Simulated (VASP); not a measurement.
**F: single point with revPBE**

F:

```
CELL_PARAMETERS angstrom
3.32091 -1.95381 0.00806
3.32091 1.95381 0.00806
-1.83247 0.00000 8.70564
ATOMIC_POSITIONS crystal
F 0.02128 0.53541 0.08141
F 0.46459 0.97872 0.41859
F 0.97872 0.46459 0.91859
F 0.53541 0.02128 0.58141
```

```yaml
Program: VASP 6.6.1
Task: single point
Functional: revPBE
Potentials_or_basis: VASP PAW PBE potentials, release 64 (F)
Cutoff: 520 eV
k_mesh: 6 × 6 × 3
Occupations: fermi-dirac, width 0.05 eV
Spin: no spin polarisation
Dipole_correction: no
Further_INCAR_settings: ALGO = Normal; EDIFF = 1e-06; NBANDS = 22
```

| Property | Result |
| --- | --- |
| Pressure | 0.2 GPa |
| Largest force | 0.344 eV/Å |
| Band gap on the k mesh | 3.16 eV |

Forces on the atoms (eV/Å):
```
F    0.019  0.013  0.344
F   -0.019  0.013 -0.344
F   -0.019 -0.013 -0.344
F    0.019 -0.013  0.344
```

Stress tensor (GPa, compression positive):
```
-0.23  0.00  0.08
 0.00 -0.24  0.00
 0.08  0.00  1.08
```

Levels at points of the mesh, in eV from the valence-band top:
| k point | band 12 | band 13 | band 14 | band 15 | band 16 | band 17 |
| --- | --- | --- | --- | --- | --- | --- |
| (0.00, 0.00, 0.00) | -0.03 | 0.00 | 0.00 | 3.16 | 3.60 | 8.16 |
| (0.50, 0.00, 0.00) | -0.16 | -0.05 | -0.05 | 3.44 | 3.45 | 11.50 |
| (0.50, 0.50, 0.00) | -0.14 | -0.09 | -0.02 | 3.38 | 3.51 | 11.51 |

It took 64 s on 1 thread of Oxide Virtual Turin-like Processor, with other jobs on the host, peak memory 0.21 GiB.

Caveat: the PAW data sets were made with another functional, which shifts forces and pressure a little. A k mesh can miss the band edges.
